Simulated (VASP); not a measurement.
LiH:

```xyz
2
Lattice="0.0000 2.0502 2.0502 2.0502 0.0000 2.0502 2.0502 2.0502 0.0000" Properties=species:S:1:pos:R:3 pbc="T T T"
Li    0.0000    0.0000    0.0000
H     2.0502    2.0502    2.0502
```

This cell differs from its parent crystal: volume scaled by 1.02.

Base run:

| Item | Value |
| --- | --- |
| Program | VASP 6.6.1 |
| Functional | PBEsol |
| Potentials or basis | VASP PAW PBE potentials, release 64 (Li_sv, H) |
| Cutoff | 520 eV |
| k mesh | 11 × 11 × 11 |
| Occupations | fermi-dirac, width 0.05 eV |
| Spin | no spin polarisation |

Its results: band gap on the k mesh 2.98 eV, direct.

**Question.** The run is repeated on the same cell with these changes: functional from PBEsol to HSE06; k mesh from 11 × 11 × 11 to 6 × 6 × 6. What comes out?

**Answer.** Band gap on the k mesh 4.01 eV, direct.

Several settings changed at once, so the effect can't be laid on one alone.

Caveats: some runs use coarse meshes.

A k mesh can miss the band edges.
